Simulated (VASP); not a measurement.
# Sc (P6/mmm) in VASP: a series of runs, part 3 of 3

VASP 6.6.1. Earlier steps stand in the parts before.

### 4 Single point, PBE

This run uses another cell than the first one, of 22.53 Å³/atom.

Contents of INCAR:

```
SYSTEM = Sc
PREC = Accurate ; ENCUT = 520
EDIFF = 1E-6 ; ISMEAR = -1
SIGMA = 0.05 ; LREAL = .FALSE.
LASPH = .TRUE. ; NELM = 80
ALGO = Normal ; ISIF = 2
LWAVE = .FALSE. ; LCHARG = .TRUE.
GGA = PE ; LELF = .TRUE.
LVHAR = .TRUE. ; NBANDS = 24
```

Contents of KPOINTS:

```
regular mesh
0
G
  8 8 11
  0 0 0
```

Contents of POSCAR:

```
Sc
1.0
    4.9823220613      0.0000000000      0.0000000000
   -2.4911610306      4.3148174749      0.0000000000
    0.0000000000      0.0000000000      3.1436658839
Sc
3
Direct
    0.0000000000      0.0000000000      0.0000000000
    0.3333333333      0.6666666667      0.5000000000
    0.6666666667      0.3333333333      0.5000000000
```

Potentials or basis: VASP PAW PBE potentials, release 64 (Sc_sv).

The run is started by

```bash
$ cat potpaw_PBE.64/Sc_sv/POTCAR > POTCAR
$ mpirun -np 1 vasp_std > vasp.out
```

OUTCAR:

```text
SYSTEM = Sc
   PREC = Accurate
   ENCUT = 520
   EDIFF = 1E-6
   ISMEAR = -1
   LREAL = .FALSE.
   LASPH = .TRUE.
   NELM = 80
   ISIF = 2
   GGA = PE

 ion  position               nearest neighbor table
   1  0.000  0.000  0.000-   2 3.28   3 3.28   2 3.28   3 3.28   2 3.28   2 3.28   3 3.28   3 3.28
                             3 3.28   3 3.28   2 3.28   2 3.28
   2  0.333  0.667  0.500-   3 2.88   3 2.88   3 2.88   1 3.28   1 3.28   1 3.28   1 3.28   1 3.28
                             1 3.28
   3  0.667  0.333  0.500-   2 2.88   2 2.88   2 2.88   1 3.28   1 3.28   1 3.28   1 3.28   1 3.28
                             1 3.28

  LATTYP: Found a hexagonal cell.
 ALAT       =     4.9823220613
 C/A-ratio  =     0.6309640054

  Lattice vectors:

 A1 = (   4.9823220613,   0.0000000000,   0.0000000000)
 A2 = (  -2.4911610306,   4.3148174749,   0.0000000000)
 A3 = (   0.0000000000,   0.0000000000,   3.1436658839)

Analysis of symmetry for initial positions (statically):
=====================================================================
 Subroutine PRICEL returns:
 Original cell was already a primitive cell.

 Routine SETGRP: Setting up the symmetry group for a
 hexagonal supercell.

 Subroutine GETGRP returns: Found 24 space group operations
 (whereof 24 operations were pure point group operations)
 out of a pool of 24 trial point group operations.

The static configuration has the point symmetry D_6h.

Analysis of symmetry for dynamics (positions and initial velocities):
=====================================================================
 Subroutine PRICEL returns:
 Original cell was already a primitive cell.

 Routine SETGRP: Setting up the symmetry group for a
 hexagonal supercell.

 Subroutine GETGRP returns: Found 24 space group operations
 (whereof 24 operations were pure point group operations)
 out of a pool of 24 trial point group operations.

The dynamic configuration has the point symmetry D_6h.

 Subroutine INISYM returns: Found 24 space group operations
 (whereof 24 operations are pure point group operations),
 and found     1 'primitive' translations

----------------------------------------------------------------------------------------

                                     Primitive cell

  volume of cell :      67.5819

  direct lattice vectors                    reciprocal lattice vectors
     4.982322061  0.000000000  0.000000000     0.200709626  0.115879757  0.000000000
    -2.491161031  4.314817475  0.000000000     0.000000000  0.231759514  0.000000000
     0.000000000  0.000000000  3.143665884     0.000000000  0.000000000  0.318099963

  length of vectors
     4.982322061  4.982322061  3.143665884     0.231759514  0.231759514  0.318099963

  position of ions in fractional coordinates (direct lattice)
     0.000000000  0.000000000  0.000000000
     0.333333333  0.666666667  0.500000000
     0.666666667  0.333333333  0.500000000

  ion indices of the primitive-cell ions
   primitive index   ion index
                 1           1
                 2           2
                 3           3

----------------------------------------------------------------------------------------

 KPOINTS: regular mesh

Automatic generation of k-mesh.
 Grid dimensions read from file:
 generate k-points for:    8    8   11

 Generating k-lattice:

  Cartesian coordinates                     Fractional coordinates (reciprocal lattice)
     0.025088703  0.014484970  0.000000000     0.125000000  0.000000000  0.000000000
     0.000000000  0.028969939  0.000000000     0.000000000  0.125000000  0.000000000
     0.000000000  0.000000000  0.028918178     0.000000000  0.000000000  0.090909091

  Length of vectors
     0.028969939  0.028969939  0.028918178

  Shift w.r.t. Gamma in fractional coordinates (k-lattice)
     0.000000000  0.000000000  0.000000000

 Subroutine IBZKPT returns following result:
 ===========================================

 Found     60 irreducible k-points:

 Following reciprocal coordinates:
            Coordinates               Weight
  0.000000  0.000000  0.000000      1.000000
  0.125000  0.000000  0.000000      6.000000
  0.250000  0.000000  0.000000      6.000000
  0.375000  0.000000  0.000000      6.000000
  0.500000  0.000000  0.000000      3.000000
  0.125000  0.125000  0.000000      6.000000
[... 16 lines left out ...]
  0.250000  0.000000  0.181818     12.000000
  0.375000  0.000000  0.181818     12.000000
 [... further k-points ...]
   k-points           NKPTS =     60   k-points in BZ     NKDIM =     60   number of bands    NBANDS=     24
   number of dos      NEDOS =    301   number of ions     NIONS =      3
   total plane-waves  NPLWV =  38400
   dimension x,y,z NGX =    40 NGY =   40 NGZ =   24
   dimension x,y,z NGXF=    80 NGYF=   80 NGZF=   48
   ions per type =               3
   NGX,Y,Z   is equivalent  to a cutoff of  13.35, 13.35, 12.69 a.u.
   NGXF,Y,Z  is equivalent  to a cutoff of  26.69, 26.69, 25.38 a.u.
 SYSTEM =  Sc
   PREC   = accura    normal or accurate (medium, high low for compatibility)
   ISTART =      0    job   : 0-new  1-cont  2-samecut
   ICHARG =      2    charge: 1-file 2-atom 10-const
   ISPIN  =      1    spin polarized calculation?
   LNONCOLLINEAR =      F non collinear calculations
   LSORBIT =      F    spin-orbit coupling
   LASPH  =      T    aspherical Exc in radial PAW
   ENCUT  =  520.0 eV  38.22 Ry    6.18 a.u.   9.26  9.26  5.85*2*pi/ulx,y,z
   NELM   =     80;   NELMIN=  2; NELMDL= -5     # of ELM steps
   EDIFF  = 0.1E-05   stopping-criterion for ELM
   LREAL  =      F    real-space projection
[... 7 lines left out ...]
   TEBEG  =    0.0;   TEEND  =   0.0 temperature during run
   PSTRESS=    0.0 pullay stress
   NELECT =      33.0000    total number of electrons
   NUPDOWN=      -1.0000    fix difference up-down
   EMIN   =  10.00;   EMAX   =-10.00  energy-range for DOS
   EFERMI =   0.00;   METHOD = LEGACY
   ISMEAR =    -1;   SIGMA  =   0.05  broadening in eV -4-tet -1-fermi 0-gaus
   EFERMI_NEDOS =   21; number of points for ismear=-14 and -15
   IALGO  =     38    algorithm
   IMIX   =      4    mixing-type and parameters
     AMIX     =   0.40;   BMIX     =  1.00
     AMIX_MAG =   1.60;   BMIX_MAG =  1.00
  volume/ion in A,a.u.               =      22.53       152.02
  Fermi-wavevector in a.u.,A,eV,Ry     =   1.289147  2.436136 22.611539  1.661901
  Thomas-Fermi vector in A             =   2.421058
   LORBIT       =      0    0 simple, 1 ext, 2 COOP (PROOUT), +10 PAW based schemes
   GGA     = PE    functional components
   LHFCALC =     F    Hartree Fock is set to
   AEXX    =    0.0000 exact exchange contribution
   IVDW    =     0    specifies the selected vdW correction
   LEPSILON=     F    determine dielectric tensor
   LRPA    =     F    only Hartree local field effects (RPA)
 non-spin polarized calculation
  energy-cutoff  :      520.00
  volume of cell :       67.58
 maximum number of plane-waves:      1848
 NGX is ok and might be reduce to    40
   NGX = 19   NGY = 19   NGZ = 11

 number of electron      32.9999998 magnetization

 Free energy of the ion-electron system (eV)
  ---------------------------------------------------
  ext. energy  EPLUGINS =         0.00000000
  ---------------------------------------------------
  free energy    TOTEN  =       -18.50301425 eV

  energy without entropy =      -18.45664372  energy(sigma->0) =      -18.47982899

 E-fermi :   4.1566     XC(G=0): -10.2394

 val. band max:        4.1562358035   @ k =   0.1250   0.1250   0.1818
 cond. band min:       4.1591142021   @ k =   0.3750   0.0000   0.3636
 fundamental gap:      0.0028783987
 Fermi energy:         4.1565945309

 k-point     1 :       0.0000    0.0000    0.0000
  band No.  band energies     occupation
      1     -45.0259      2.00000
      2     -44.9201      2.00000
      3     -44.8762      2.00000
      4     -23.8399      2.00000
      5     -23.8399      2.00000
      6     -23.6744      2.00000
[... 16 lines left out ...]
     23       6.7237      0.00000
     24       6.7659      0.00000
[... 598 lines left out ...]
      2     -44.9260      2.00000
      3     -44.8989      2.00000
      4     -23.9151      2.00000
      5     -23.7863      2.00000
      6     -23.6274      2.00000
[... 16 lines left out ...]
     23       6.5961      0.00000
     24       7.1189      0.00000

 [... further k-points ...]

------------------------ aborting loop because EDIFF is reached ----------------------------------------

  FORCE on cell =-STRESS in cart. coord.  units (eV):
  Direction    XX          YY          ZZ          XY          YZ          ZX
  --------------------------------------------------------------------------------------
  -------------------------------------------------------------------------------------
  Total        2.1568900      2.1568900      2.1730021      0.0000000     -0.0000000      0.0000000
  in kB       51.1337897     51.1337897     51.5157619      0.0000000     -0.0000000      0.0000000
  external PRESSURE =      51.2611138 kB  Pullay stress =       0.0000000 kB

 VOLUME and BASIS-vectors are now :
 -----------------------------------------------------------------------------
  energy-cutoff  :      520.00
  volume of cell :       67.58
      direct lattice vectors                 reciprocal lattice vectors
     4.982322061  0.000000000  0.000000000     0.200709626  0.115879757  0.000000000
    -2.491161031  4.314817475  0.000000000     0.000000000  0.231759514  0.000000000
     0.000000000  0.000000000  3.143665884     0.000000000  0.000000000  0.318099963

 POSITION                                       TOTAL-FORCE (eV/Angst)
 -----------------------------------------------------------------------------------
      0.00000      0.00000      0.00000        -0.000000      0.000000      0.000000
     -0.00000      2.87654      1.57183        -0.000000      0.000000     -0.000000
      2.49116      1.43827      1.57183         0.000000      0.000000      0.000000
 -----------------------------------------------------------------------------------
    total drift:                               -0.000000      0.000000      0.000000

  FREE ENERGIE OF THE ION-ELECTRON SYSTEM (eV)
  ---------------------------------------------------
  free  energy   TOTEN  =       -18.5030142459 eV

  energy  without entropy=      -18.4566437247  energy(sigma->0) =      -18.47982899
```

OSZICAR:

```text
N       E                     dE             d eps       ncg     rms          rms(c)
DAV:   1     0.538469233246E+03    0.53847E+03   -0.14362E+04  2896   0.144E+03
DAV:   2     0.342867331872E+01   -0.53504E+03   -0.52594E+03  3752   0.642E+02
DAV:   3    -0.198281118018E+02   -0.23257E+02   -0.22254E+02  4648   0.176E+02
DAV:   4    -0.204022100622E+02   -0.57410E+00   -0.56615E+00  4832   0.277E+01
DAV:   5    -0.204137923426E+02   -0.11582E-01   -0.11573E-01  4656   0.454E+00    0.102E+01
DAV:   6    -0.187502446696E+02    0.16635E+01   -0.36534E+00  3944   0.201E+01    0.316E+00
DAV:   7    -0.185240790900E+02    0.22617E+00   -0.94995E-01  4312   0.981E+00    0.106E+00
DAV:   8    -0.185111279429E+02    0.12951E-01   -0.54847E-02  4784   0.313E+00    0.655E-01
DAV:   9    -0.185033546332E+02    0.77733E-02   -0.23525E-02  5176   0.198E+00    0.147E-01
DAV:  10    -0.185030087894E+02    0.34584E-03   -0.29299E-03  4432   0.697E-01    0.273E-02
DAV:  11    -0.185030145664E+02   -0.57771E-05   -0.11676E-04  4864   0.123E-01    0.116E-02
DAV:  12    -0.185030168861E+02   -0.23197E-05   -0.71909E-06  3944   0.334E-02    0.471E-03
DAV:  13    -0.185030145234E+02    0.23627E-05   -0.12684E-06  2728   0.188E-02    0.961E-04
DAV:  14    -0.185030142459E+02    0.27750E-06   -0.31019E-07  2336   0.955E-03
   1 F= -.18503014E+02 E0= -.18479829E+02  d E =-.463705E-01
```

It took 2.2 min on 1 thread of Intel Xeon 8259CL, shared host; peak memory 0.23 GiB.

Results:

```yaml
Free_energy: -18.5030 eV
Pressure: 5.1 GPa
Band_gap_on_the_k_mesh: zero (an odd number of electrons rules out a gap without spin polarisation)
```

Levels at points of the mesh, in eV from the Fermi level:
| k point | band 12 | band 13 | band 14 | band 15 | band 16 | band 17 | band 18 | band 19 | band 20 | band 21 |
| --- | --- | --- | --- | --- | --- | --- | --- | --- | --- | --- |
| (0.00, 0.00, 0.00) | -27.49 | -5.20 | -0.87 | 0.01 | 0.01 | 0.04 | 0.04 | 0.81 | 1.77 | 2.22 |
| (0.50, 0.00, 0.00) | -27.52 | -3.07 | -3.00 | -1.67 | 0.48 | 0.64 | 0.69 | 0.99 | 1.07 | 1.54 |

Caveat: the cell stands under pressure.
